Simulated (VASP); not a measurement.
Runs of VASP 6.6.1 on CuAu. The structure is that of space group P4/mmm (No. 123), or close to it. The cells are those of the table. 

| cell | k mesh | gap on the mesh (eV) | pressure (GPa) |
| --- | --- | --- | --- |
| a = 2.917, b = 2.917, c = 3.674 Å, 2 atoms | 14 × 14 × 12 | none | (b) |
| a = 2.811, b = 2.811, c = 3.685 Å, 2 atoms | 6 × 6 × 6 | none | -3.2 |
| a = 2.748, b = 2.748, c = 3.313 Å, 2 atoms | 14 × 14 × 12 | none | 30.8 |
| a = 2.811, b = 2.811, c = 3.489 Å, 2 atoms | 14 × 14 × 12 | none | (a) |
| a = 2.834, b = 2.834, c = 3.538 Å, 2 atoms | 14 × 14 × 12 | none | 0.1 |

Alike in all rows: task single point; level PBEsol; potentials or basis VASP PAW PBE potentials, release 64 (Cu, Au); no spin polarisation; cutoff (eV) 520; smearing gaussian 0.1 eV.

Question: Estimate the missing entries.

Answer: (a) 5.9; (b) -12.5.

Caveats: some runs use coarse meshes; the PAW data sets were made with another functional, which shifts forces and pressure a little; spin-orbit coupling is left out, which moves the levels of the heavy elements; the cell stands under pressure (at least some runs); the cell stands under tension (at least some runs).

A k mesh can miss the band edges, and the runs leave out spin-orbit coupling on Au.

A gap of «none» marks levels without a gap at the run's occupations.
